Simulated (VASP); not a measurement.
# Au (P6_3/mmc) in VASP: a series of runs

Runs on Au. Level: PBE. Tasks: single point.

All numbers are computed with VASP 6.6.1; they aren't measurements. Logs are shortened: lines on timing, memory, paths and dates and some standing lists are left out, and cuts for length are marked.

## (1) The cell of the first run

Symmetry: P6_3/mmc, No. 194, hexagonal system. The conventional cell has a = 3.028 Å, b = 3.028 Å, c = 5.073 Å, α = 90.00°, β = 90.00°, γ = 120.00°. Au (site symmetry -6m2) has 12 Au at 3.03 to 3.08 Å within 4.0 Å.

## (2) Single point, PBE (volume scaled by 1.12)

Input file INCAR:

```
SYSTEM = Au
PREC = Accurate
ENCUT = 520
EDIFF = 1E-6
ISMEAR = -1
SIGMA = 0.1
LREAL = .FALSE.
LASPH = .TRUE.
NELM = 80
ALGO = Normal
ISIF = 2
LWAVE = .FALSE.
LCHARG = .FALSE.
GGA = PE
NBANDS = 18
```

Input file KPOINTS:

```
regular mesh
0
G
  14 14 7
  0 0 0
```

Input file POSCAR:

```
Au
1.0
    3.0278765909      0.0000000000      0.0000000000
   -1.5139382954      2.6222180473      0.0000000000
    0.0000000000      0.0000000000      5.0732381569
Au
2
Direct
    0.3333333333      0.6666666667      0.2500000000
    0.6666666667      0.3333333333      0.7500000000
```

Potentials or basis: VASP PAW PBE potentials, release 64 (Au).

Command:

```console
$ cat potpaw_PBE.64/Au/POTCAR > POTCAR
$ mpirun -np 1 vasp_std > vasp.out
```

OUTCAR:

```text
SYSTEM = Au
   PREC = Accurate
   ENCUT = 520
   EDIFF = 1E-6
   ISMEAR = -1
   LREAL = .FALSE.
   LASPH = .TRUE.
   NELM = 80
   ISIF = 2
   GGA = PE

 ion  position               nearest neighbor table
   1  0.333  0.667  0.250-   2 3.08   2 3.08   2 3.08   2 3.08   2 3.08   2 3.08
   2  0.667  0.333  0.750-   1 3.08   1 3.08   1 3.08   1 3.08   1 3.08   1 3.08

  LATTYP: Found a hexagonal cell.
 ALAT       =     3.0278765909
 C/A-ratio  =     1.6755102147

  Lattice vectors:

 A1 = (   3.0278765909,   0.0000000000,   0.0000000000)
 A2 = (  -1.5139382954,   2.6222180473,   0.0000000000)
 A3 = (   0.0000000000,   0.0000000000,   5.0732381569)

Analysis of symmetry for initial positions (statically):
=====================================================================
 Subroutine PRICEL returns:
 Original cell was already a primitive cell.

 Routine SETGRP: Setting up the symmetry group for a
 hexagonal supercell.

 Subroutine GETGRP returns: Found 24 space group operations
 (whereof 12 operations were pure point group operations)
 out of a pool of 24 trial point group operations.

The static configuration has the point symmetry D_3d.
 The point group associated with its full space group is D_6h.

Analysis of symmetry for dynamics (positions and initial velocities):
=====================================================================
 Subroutine PRICEL returns:
 Original cell was already a primitive cell.

 Routine SETGRP: Setting up the symmetry group for a
 hexagonal supercell.

 Subroutine GETGRP returns: Found 24 space group operations
 (whereof 12 operations were pure point group operations)
 out of a pool of 24 trial point group operations.

The dynamic configuration has the point symmetry D_3d.
 The point group associated with its full space group is D_6h.

 Subroutine INISYM returns: Found 24 space group operations
 (whereof 12 operations are pure point group operations),
 and found     1 'primitive' translations

----------------------------------------------------------------------------------------

                                     Primitive cell

  volume of cell :      40.2803

  direct lattice vectors                    reciprocal lattice vectors
     3.027876591  0.000000000  0.000000000     0.330264451  0.190678270  0.000000000
    -1.513938295  2.622218047  0.000000000     0.000000000  0.381356539  0.000000000
     0.000000000  0.000000000  5.073238157     0.000000000  0.000000000  0.197112765

  length of vectors
     3.027876591  3.027876591  5.073238157     0.381356539  0.381356539  0.197112765

  position of ions in fractional coordinates (direct lattice)
     0.333333333  0.666666667  0.250000000
     0.666666667  0.333333333  0.750000000

  ion indices of the primitive-cell ions
   primitive index   ion index
                 1           1
                 2           2

----------------------------------------------------------------------------------------

 KPOINTS: regular mesh

Automatic generation of k-mesh.
 Grid dimensions read from file:
 generate k-points for:   14   14    7

 Generating k-lattice:

  Cartesian coordinates                     Fractional coordinates (reciprocal lattice)
     0.023590318  0.013619876  0.000000000     0.071428571  0.000000000  0.000000000
     0.000000000  0.027239753  0.000000000     0.000000000  0.071428571  0.000000000
     0.000000000  0.000000000  0.028158966     0.000000000  0.000000000  0.142857143

  Length of vectors
     0.027239753  0.027239753  0.028158966

  Shift w.r.t. Gamma in fractional coordinates (k-lattice)
     0.000000000  0.000000000  0.000000000

 Subroutine IBZKPT returns following result:
 ===========================================

 Found     96 irreducible k-points:

 Following reciprocal coordinates:
            Coordinates               Weight
  0.000000  0.000000  0.000000      1.000000
  0.071429  0.000000  0.000000      6.000000
  0.142857  0.000000  0.000000      6.000000
  0.214286  0.000000  0.000000      6.000000
  0.285714  0.000000  0.000000      6.000000
  0.357143  0.000000  0.000000      6.000000
[... 16 lines left out ...]
  0.285714  0.285714  0.000000      6.000000
  0.357143  0.285714  0.000000      6.000000
 [... further k-points ...]
   k-points           NKPTS =     96   k-points in BZ     NKDIM =     96   number of bands    NBANDS=     18
   number of dos      NEDOS =    301   number of ions     NIONS =      2
   total plane-waves  NPLWV =  23040
   dimension x,y,z NGX =    24 NGY =   24 NGZ =   40
   dimension x,y,z NGXF=    48 NGYF=   48 NGZF=   80
   ions per type =               2
   NGX,Y,Z   is equivalent  to a cutoff of  13.18, 13.18, 13.11 a.u.
   NGXF,Y,Z  is equivalent  to a cutoff of  26.35, 26.35, 26.22 a.u.
 SYSTEM =  Au
   PREC   = accura    normal or accurate (medium, high low for compatibility)
   ISTART =      0    job   : 0-new  1-cont  2-samecut
   ICHARG =      2    charge: 1-file 2-atom 10-const
   ISPIN  =      1    spin polarized calculation?
   LNONCOLLINEAR =      F non collinear calculations
   LSORBIT =      F    spin-orbit coupling
   LASPH  =      T    aspherical Exc in radial PAW
   ENCUT  =  520.0 eV  38.22 Ry    6.18 a.u.   5.63  5.63  9.43*2*pi/ulx,y,z
   NELM   =     80;   NELMIN=  2; NELMDL= -5     # of ELM steps
   EDIFF  = 0.1E-05   stopping-criterion for ELM
   LREAL  =      F    real-space projection
   EDIFFG = 0.1E-04   stopping-criterion for IOM
   NSW    =      0    number of steps for IOM
   IBRION =     -1    ionic relax: 0-MD 1-quasi-New 2-CG
   NFREE  =      0    steps in history (QN), initial steepest desc. (CG)
   ISIF   =      2    stress and relaxation
   ISYM   =      2    0-nonsym 1-usesym 2-fastsym
   POTIM  = 0.5000    time-step for ionic-motion
   TEBEG  =    0.0;   TEEND  =   0.0 temperature during run
   PSTRESS=    0.0 pullay stress
   NELECT =      22.0000    total number of electrons
   NUPDOWN=      -1.0000    fix difference up-down
   EMIN   =  10.00;   EMAX   =-10.00  energy-range for DOS
   EFERMI =   0.00;   METHOD = LEGACY
   ISMEAR =    -1;   SIGMA  =   0.10  broadening in eV -4-tet -1-fermi 0-gaus
   EFERMI_NEDOS =   21; number of points for ismear=-14 and -15
   IALGO  =     38    algorithm
   IMIX   =      4    mixing-type and parameters
     AMIX     =   0.40;   BMIX     =  1.00
     AMIX_MAG =   1.60;   BMIX_MAG =  1.00
  volume/ion in A,a.u.               =      20.14       135.91
  Fermi-wavevector in a.u.,A,eV,Ry     =   1.338192  2.528816 24.364727  1.790757
  Thomas-Fermi vector in A             =   2.466681
   LORBIT       =      0    0 simple, 1 ext, 2 COOP (PROOUT), +10 PAW based schemes
   GGA     = PE    functional components
   LHFCALC =     F    Hartree Fock is set to
   AEXX    =    0.0000 exact exchange contribution
   IVDW    =     0    specifies the selected vdW correction
   LEPSILON=     F    determine dielectric tensor
   LRPA    =     F    only Hartree local field effects (RPA)
 non-spin polarized calculation
  energy-cutoff  :      520.00
  volume of cell :       40.28
 maximum number of plane-waves:      1111
 NGX is ok and might be reduce to    24
   NGX = 11   NGY = 11   NGZ = 19

 number of electron      22.0000007 magnetization

 Free energy of the ion-electron system (eV)
  ---------------------------------------------------
  ext. energy  EPLUGINS =         0.00000000
  ---------------------------------------------------
  free energy    TOTEN  =        -6.26333823 eV

  energy without entropy =       -6.23767357  energy(sigma->0) =       -6.25050590

 E-fermi :   6.9312     XC(G=0): -11.7339

 val. band max:        6.9107965621   @ k =   0.3571   0.1429   0.2857
 cond. band min:       6.9359909465   @ k =   0.4286   0.0714   0.0000
 fundamental gap:      0.0251943844
 Fermi energy:         6.9312406120

 k-point     1 :       0.0000    0.0000    0.0000
  band No.  band energies     occupation
      1      -1.2878      2.00000
      2       0.9262      2.00000
      3       2.9194      2.00000
      4       3.1281      2.00000
      5       3.1281      2.00000
      6       3.3577      2.00000
[... 10 lines left out ...]
     17      23.7188      0.00000
     18      23.7188      0.00000

 k-point     2 :       0.0714    0.0000    0.0000
  band No.  band energies     occupation
      1      -1.1483      2.00000
      2       1.0364      2.00000
      3       2.8759      2.00000
      4       3.1660      2.00000
      5       3.2111      2.00000
      6       3.3176      2.00000
[... 10 lines left out ...]
     17      22.9556      0.00000
     18      23.9880      0.00000

 k-point     3 :       0.1429    0.0000    0.0000
  band No.  band energies     occupation
      1      -0.7437      2.00000
      2       1.3297      2.00000
      3       2.7587      2.00000
      4       3.1657      2.00000
      5       3.3625      2.00000
      6       3.4509      2.00000
[... 10 lines left out ...]
     17      23.1270      0.00000
     18      24.1165      0.00000

 k-point     4 :       0.2143    0.0000    0.0000
  band No.  band energies     occupation
      1      -0.1261      2.00000
      2       1.6446      2.00000
      3       2.7097      2.00000
      4       2.9595      2.00000
      5       3.0443      2.00000
      6       3.5399      2.00000
[... 375 lines left out ...]
      4       2.9868      2.00000
      5       3.0912      2.00000
      6       3.2273      2.00000
[... 10 lines left out ...]
     17      17.8333      0.00000
     18      18.8551      0.00000

 k-point    23 :       0.2857    0.2857    0.0000
  band No.  band energies     occupation
      1       1.9612      2.00000
      2       2.1474      2.00000
      3       2.3633      2.00000
      4       2.7664      2.00000
      5       2.9522      2.00000
      6       3.2190      2.00000
[... 10 lines left out ...]
     17      17.3988      0.00000
     18      18.0368      0.00000

 k-point    24 :       0.3571    0.2857    0.0000
  band No.  band energies     occupation
      1       1.9410      2.00000
      2       2.2752      2.00000
      3       2.3200      2.00000
      4       2.8604      2.00000
      5       3.0028      2.00000
      6       3.1102      2.00000
[... 10 lines left out ...]
     17      16.8659      0.00000
     18      17.1653      0.00000

 [... further k-points ...]

------------------------ aborting loop because EDIFF is reached ----------------------------------------

  FORCE on cell =-STRESS in cart. coord.  units (eV):
  Direction    XX          YY          ZZ          XY          YZ          ZX
  --------------------------------------------------------------------------------------
  -------------------------------------------------------------------------------------
  Total       -2.7987131     -2.7987131     -2.7445124     -0.0000000      0.0000000      0.0000000
  in kB     -111.3209082   -111.3209082   -109.1650333     -0.0000000      0.0000000      0.0000000
  external PRESSURE =    -110.6022833 kB  Pullay stress =       0.0000000 kB

 VOLUME and BASIS-vectors are now :
 -----------------------------------------------------------------------------
  energy-cutoff  :      520.00
  volume of cell :       40.28
      direct lattice vectors                 reciprocal lattice vectors
     3.027876591  0.000000000  0.000000000     0.330264451  0.190678270  0.000000000
    -1.513938295  2.622218047  0.000000000     0.000000000  0.381356539  0.000000000
     0.000000000  0.000000000  5.073238157     0.000000000  0.000000000  0.197112765

 POSITION                                       TOTAL-FORCE (eV/Angst)
 -----------------------------------------------------------------------------------
     -0.00000      1.74815      1.26831         0.000000     -0.000000      0.000000
      1.51394      0.87407      3.80493        -0.000000      0.000000      0.000000
 -----------------------------------------------------------------------------------
    total drift:                                0.000000     -0.000000      0.000000

  FREE ENERGIE OF THE ION-ELECTRON SYSTEM (eV)
  ---------------------------------------------------
  free  energy   TOTEN  =        -6.2633382310 eV

  energy  without entropy=       -6.2376735657  energy(sigma->0) =       -6.25050590
```

Run time: 17 s. Hardware: 1 thread of Intel Xeon 6975P-C (Granite Rapids), shared host; peak memory 0.19 GiB.

Results:

```yaml
Free_energy: -6.2633 eV
Pressure: -11.1 GPa
Band_gap_on_the_k_mesh: zero (band 11 reaches 9.80 eV, above the bottom of band 12 at 4.65 eV)
```

Caveat: spin-orbit coupling is left out, which moves the levels of the heavy elements.

(Part 1 of 2 ends here.)
